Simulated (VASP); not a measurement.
# MgB2 (P-1) in VASP: electric field gradients with LDA

Aim: the electric field gradients of MgB2 with LDA.

All numbers are computed with VASP 6.6.1; they aren't measurements. Logs are shortened: lines on timing, memory, paths and dates and some standing lists are left out, and cuts for length are marked.

## Step 1: The cell of the first run

The typed cell holds 3 atoms: a = 3.086 Å, b = 3.125 Å, c = 3.524 Å, α = 90.62°, β = 91.71°, γ = 121.27°.

## Step 2: Electric field gradients, LDA (equal xy, yz and zx shear strains of -3 %)

The input, INCAR:

```
SYSTEM = MgB2
ALGO = Normal
EDIFF = 1E-8
ENCUT = 520
ISIF = 2
ISMEAR = -1
LASPH = .True.
LCHARG = .False.
LEFG = .True.
LREAL = .False.
LWAVE = .False.
NBANDS = 11
NELM = 60
PREC = Accurate
SIGMA = 0.05
```

The input, KPOINTS:

```
k-points
0
Gamma
  12 12 9
  0 0 0
```

The input, POSCAR:

```
MgB2
1.0
    3.0850007055     -0.0462750106     -0.0462750106
   -1.5825756875      2.6948264870     -0.0169378294
   -0.0528450000     -0.0528450000      3.5230000000
Mg B
1 2
Direct
    0.0000000000      0.0000000000      0.0000000000
    0.3333333333      0.6666666667      0.5000000000
    0.6666666667      0.3333333333      0.5000000000
```

Potentials or basis: VASP PAW LDA potentials, release 64 (Mg, B).

Command:

```sh
$ cat potpaw_LDA.64/Mg/POTCAR potpaw_LDA.64/B/POTCAR > POTCAR
$ mpirun -np 1 vasp_std > vasp.out
```

OUTCAR:

```text
SYSTEM = MgB2
   EDIFF = 1E-8
   ENCUT = 520
   ISIF = 2
   ISMEAR = -1
   LASPH = .True.
   LREAL = .False.
   NELM = 60
   PREC = Accurate

 ion  position               nearest neighbor table
   1  0.000  0.000  0.000-   3 2.44   2 2.44   3 2.47   2 2.47   2 2.51   3 2.51   2 2.54   3 2.54
                             2 2.54   3 2.54   3 2.54   2 2.54
   2  0.333  0.667  0.500-   3 1.76   3 1.78   3 1.80   1 2.44   1 2.47   1 2.51   1 2.54   1 2.54
                             1 2.54
   3  0.667  0.333  0.500-   2 1.76   2 1.78   2 1.80   1 2.44   1 2.47   1 2.51   1 2.54   1 2.54
                             1 2.54

  LATTYP: Found a triclinic cell.
 ALAT       =     3.0456693387
 B/A-ratio  =     1.0131417463
 C/A-ratio  =     1.1569846211
 COS(alpha) =     0.0297616073
 COS(beta)  =     0.0411893908
 COS(gamma) =     0.4804578458

  Lattice vectors:

 A1 = (   1.5024250180,   2.6485514764,  -0.0632128400)
 A2 = (   3.0850007055,  -0.0462750106,  -0.0462750106)
 A3 = (   0.0528450000,   0.0528450000,  -3.5230000000)

Analysis of symmetry for initial positions (statically):
=====================================================================
 Subroutine PRICEL returns:
 Original cell was already a primitive cell.

 Routine SETGRP: Setting up the symmetry group for a
 triclinic supercell.

 Subroutine GETGRP returns: Found  2 space group operations
 (whereof  2 operations were pure point group operations)
 out of a pool of  2 trial point group operations.

The static configuration has the point symmetry S_2 .

Analysis of symmetry for dynamics (positions and initial velocities):
=====================================================================
 Subroutine PRICEL returns:
 Original cell was already a primitive cell.

 Routine SETGRP: Setting up the symmetry group for a
 triclinic supercell.

 Subroutine GETGRP returns: Found  2 space group operations
 (whereof  2 operations were pure point group operations)
 out of a pool of  2 trial point group operations.

The dynamic configuration has the point symmetry S_2 .

 Subroutine INISYM returns: Found  2 space group operations
 (whereof  2 operations are pure point group operations),
 and found     1 'primitive' translations

----------------------------------------------------------------------------------------

                                     Primitive cell

  volume of cell :      29.0173

  direct lattice vectors                    reciprocal lattice vectors
     3.085000706 -0.046275011 -0.046275011     0.327148456  0.192171606  0.007789801
    -1.582575688  2.694826487 -0.016937829     0.005702530  0.374466141  0.005702530
    -0.052845000 -0.052845000  3.523000000     0.004324549  0.004324549  0.283978729

  length of vectors
     3.085694753  3.125207592  3.523792586     0.379495348  0.374552971  0.284044577

  position of ions in fractional coordinates (direct lattice)
     0.000000000  0.000000000  0.000000000
     0.333333333  0.666666667  0.500000000
     0.666666667  0.333333333  0.500000000

  ion indices of the primitive-cell ions
   primitive index   ion index
                 1           1
                 2           2
                 3           3

----------------------------------------------------------------------------------------

 KPOINTS: k-points

Automatic generation of k-mesh.
 Grid dimensions read from file:
 generate k-points for:   12   12    9

 Generating k-lattice:

  Cartesian coordinates                     Fractional coordinates (reciprocal lattice)
     0.027262371  0.016014301  0.000649150     0.083333333 -0.000000000  0.000000000
     0.000475211  0.031205512  0.000475211     0.000000000  0.083333333  0.000000000
[... 43 lines left out ...]
   dimension x,y,z NGX =    24 NGY =   24 NGZ =   28
   dimension x,y,z NGXF=    48 NGYF=   48 NGZF=   56
   ions per type =               1   2
   NGX,Y,Z   is equivalent  to a cutoff of  12.93, 12.77, 13.21 a.u.
   NGXF,Y,Z  is equivalent  to a cutoff of  25.86, 25.53, 26.42 a.u.
 SYSTEM =  MgB2
   PREC   = accura    normal or accurate (medium, high low for compatibility)
   ISTART =      0    job   : 0-new  1-cont  2-samecut
   ICHARG =      2    charge: 1-file 2-atom 10-const
   ISPIN  =      1    spin polarized calculation?
   LNONCOLLINEAR =      F non collinear calculations
   LSORBIT =      F    spin-orbit coupling
   LASPH  =      T    aspherical Exc in radial PAW
   ENCUT  =  520.0 eV  38.22 Ry    6.18 a.u.   5.74  5.81  6.55*2*pi/ulx,y,z
   NELM   =     60;   NELMIN=  2; NELMDL= -5     # of ELM steps
   EDIFF  = 0.1E-07   stopping-criterion for ELM
   LREAL  =      F    real-space projection
   EDIFFG = 0.1E-06   stopping-criterion for IOM
   NSW    =      0    number of steps for IOM
   IBRION =     -1    ionic relax: 0-MD 1-quasi-New 2-CG
   NFREE  =      0    steps in history (QN), initial steepest desc. (CG)
   ISIF   =      2    stress and relaxation
   ISYM   =      2    0-nonsym 1-usesym 2-fastsym
   POTIM  = 0.5000    time-step for ionic-motion
   TEBEG  =    0.0;   TEEND  =   0.0 temperature during run
   PSTRESS=    0.0 pullay stress
   NELECT =       8.0000    total number of electrons
   NUPDOWN=      -1.0000    fix difference up-down
   EMIN   =  10.00;   EMAX   =-10.00  energy-range for DOS
   EFERMI =   0.00;   METHOD = LEGACY
   ISMEAR =    -1;   SIGMA  =   0.05  broadening in eV -4-tet -1-fermi 0-gaus
   EFERMI_NEDOS =   21; number of points for ismear=-14 and -15
   IALGO  =     38    algorithm
   IMIX   =      4    mixing-type and parameters
     AMIX     =   0.40;   BMIX     =  1.00
     AMIX_MAG =   1.60;   BMIX_MAG =  1.00
  volume/ion in A,a.u.               =       9.67        65.27
  Fermi-wavevector in a.u.,A,eV,Ry     =   1.065497  2.013498 15.446478  1.135284
  Thomas-Fermi vector in A             =   2.201051
   LORBIT       =      0    0 simple, 1 ext, 2 COOP (PROOUT), +10 PAW based schemes
   GGA     = CA    functional components
   LHFCALC =     F    Hartree Fock is set to
   AEXX    =    0.0000 exact exchange contribution
   IVDW    =     0    specifies the selected vdW correction
   LEPSILON=     F    determine dielectric tensor
   LRPA    =     F    only Hartree local field effects (RPA)
 non-spin polarized calculation
  energy-cutoff  :      520.00
  volume of cell :       29.02
 maximum number of plane-waves:       795
   NGX = 11   NGY = 11   NGZ = 13

 number of electron       8.0000000 magnetization

 Free energy of the ion-electron system (eV)
  ---------------------------------------------------
  ext. energy  EPLUGINS =         0.00000000
  ---------------------------------------------------
  free energy    TOTEN  =       -17.22510775 eV

  energy without entropy =      -17.21990342  energy(sigma->0) =      -17.22250559

 E-fermi :   5.1843     XC(G=0): -11.0969

 val. band max:        5.1812897954   @ k =   0.2500   0.5000   0.0000
 cond. band min:       5.1845839378   @ k =   0.4167   0.0833   0.3333
 fundamental gap:      0.0032941424
 Fermi energy:         5.1842798338

 k-point     1 :       0.0000    0.0000    0.0000
  band No.  band energies     occupation
      1      -7.0771      2.00000
      2       2.2905      2.00000
      3       5.4735      0.00613
      4       5.6530      0.00017
      5       6.8801      0.00000
      6      11.2225      0.00000
      7      11.6585      0.00000
      8      13.5573      0.00000
      9      14.9487      0.00000
     10      17.7638      0.00000
     11      20.8602      0.00000
[... 309 lines left out ...]
 k-point    24 :       0.3333    0.1667    0.0000
  band No.  band energies     occupation
      1      -3.7219      2.00000
      2      -1.0634      2.00000
      3       1.3355      2.00000
      4       5.3557      0.06289
      5       8.6780      0.00000
      6      10.0063      0.00000
      7      11.1544      0.00000
      8      13.0199      0.00000
      9      15.1896      0.00000
     10      16.9178      0.00000
     11      17.9513      0.00000

 [... further k-points ...]
[... 5 lines left out ...]
  --------------------------------------------------------------------------------------
  -------------------------------------------------------------------------------------
  Total       -1.4929081     -1.5229387     -1.2369688      1.0631987      0.4074044      0.4034205
  in kB      -82.4301400    -84.0882608    -68.2985864     58.7039597     22.4946199     22.2746528
  external PRESSURE =     -78.2723291 kB  Pullay stress =       0.0000000 kB

 VOLUME and BASIS-vectors are now :
 -----------------------------------------------------------------------------
  energy-cutoff  :      520.00
  volume of cell :       29.02
      direct lattice vectors                 reciprocal lattice vectors
     3.085000706 -0.046275011 -0.046275011     0.327148456  0.192171606  0.007789801
    -1.582575688  2.694826487 -0.016937829     0.005702530  0.374466141  0.005702530
    -0.052845000 -0.052845000  3.523000000     0.004324549  0.004324549  0.283978729

 POSITION                                       TOTAL-FORCE (eV/Angst)
 -----------------------------------------------------------------------------------
      0.00000      0.00000      0.00000         0.000000      0.000000      0.000000
     -0.05314      1.75470      1.73478         0.058627     -0.002272     -0.011674
      1.50272      0.84100      1.72500        -0.058627      0.002272      0.011674
 -----------------------------------------------------------------------------------
    total drift:                                0.000000     -0.000000      0.000000

  FREE ENERGIE OF THE ION-ELECTRON SYSTEM (eV)
  ---------------------------------------------------
  free  energy   TOTEN  =       -17.2251077533 eV

  energy  without entropy=      -17.2199034194  energy(sigma->0) =      -17.22250559

 Electric field gradients (V/A^2)
---------------------------------------------------------------------
 ion       V_xx      V_yy      V_zz      V_xy      V_xz      V_yz
---------------------------------------------------------------------
   1       0.322     0.253    -0.575    -1.806    -3.850    -3.853
   2     -10.097    -9.897    19.993    -1.070     0.048     0.041
   3     -10.097    -9.897    19.993    -1.070     0.048     0.041
---------------------------------------------------------------------

 Electric field gradients after diagonalization (V/A^2)
 (convention: |V_zz| > |V_xx| > |V_yy|)
----------------------------------------------------------------------
 ion       V_xx      V_yy      V_zz     asymmetry (V_yy - V_xx)/ V_zz
----------------------------------------------------------------------
   1       4.421     2.094    -6.515       0.357
   2     -11.072    -8.922    19.994       0.108
   3     -11.072    -8.922    19.994       0.108
----------------------------------------------------------------------

           NMR quadrupolar parameters

 Cq : quadrupolar parameter    Cq=e*Q*V_zz/h
 eta: asymmetry parameters     (V_yy - V_xx)/ V_zz
 Q  : nuclear electric quadrupole moment in mb (millibarn)
----------------------------------------------------------------------
 ion       Cq(MHz)       eta       Q (mb)
----------------------------------------------------------------------
   1      -0.016       0.357       1.000
   2       0.048       0.108       1.000
   3       0.048       0.108       1.000
----------------------------------------------------------------------
```

Run time: 3.7 min. Hardware: 1 thread of Intel Xeon 8259CL, shared host; peak memory 0.32 GiB.

What came out:

| Item | Value |
| --- | --- |
| Free energy | -17.2251 eV |
| Pressure | -7.8 GPa |
| Largest force | 0.060 eV/Å |
| Band gap on the k mesh | zero (bands 4 and 5 overlap by 3.52 eV) |
| Largest electric field gradient by atom | Mg -6.5; B +20.0 V/Å² |

Forces in eV/Å, atoms in the order of the input:
```
Mg   0.000  0.000  0.000
B    0.059 -0.002 -0.012
B   -0.059  0.002  0.012
```

Stress tensor (GPa, compression positive):
```
-8.24  5.87  2.23
 5.87 -8.41  2.25
 2.23  2.25 -6.83
```

Electric field gradients, principal values (V/Å²):
```
atom   least   middle  greatest (by size)
1 Mg   2.094    4.421              -6.515
 2 B  -8.922  -11.072              19.994
 3 B  -8.922  -11.072              19.994
```

Caveat: the cell differs from its parent crystal (equal xy, yz and zx shear strains of -3 %); the cell stands under tension; without QUAD_EFG the Cq values of the log hold for a quadrupole moment of 1 mb, not for the nuclei.
